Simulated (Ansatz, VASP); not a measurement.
## Two plane-wave programs on HfNb2CN2

```
CELL_PARAMETERS angstrom
-1.86647 1.86647 5.38923
1.86647 -1.86647 5.38923
1.86647 1.86647 -5.38923
ATOMIC_POSITIONS crystal
Hf 0.00000 0.00000 0.00000
Nb 0.35511 0.35511 0.00000
Nb 0.64489 0.64489 0.00000
C 0.50000 0.50000 0.00000
N 0.75000 0.25000 0.50000
N 0.25000 0.75000 0.50000
```

Change from the starting cell: species swapped into the TbNi2B2C type (I4/mmm, No. 139).

Alike in both runs: task relaxation of cell and atoms; functional PBE; k mesh 6 × 6 × 6; occupations gaussian, width 0.1 eV; no spin polarisation.

```csv
,VASP,Ansatz
version,VASP 6.6.1,Ansatz 0.2.0
potentials or method,"VASP PAW PBE potentials, release 64 (Hf_pv, Nb_sv, C, N), cutoff 600 eV","scalar-relativistic, plane waves, PAW"
valence electrons in the cell,50,66
```

VASP gave:

```
gap on the k mesh at the Fermi level, each at its own relaxed structure (eV) : none
relaxed volume (Å³/atom)                                                     : 15.84
relaxed cell length with the largest relative difference (Å)                 : 7.993
```

Which values does Ansatz return?

gap on the k mesh at the Fermi level, each at its own relaxed structure (eV): none; relaxed volume (Å³/atom): 13.36; relaxed cell length with the largest relative difference (Å): 7.133.

A gap of «none» marks a metal or a gap that the smearing closes. One of these differences is far larger than is usual between the two programs; its cause wasn't traced. VASP's potentials hold 50 valence electrons a cell and Ansatz's 66, so a difference there can come from the potentials and not from the codes.

The k mesh is coarse, so the values compare programs but aren't converged. Spin-orbit coupling is off throughout. Noted on VASP's run: the volume moved by over 15 % at a fixed basis, so the end points are rough.
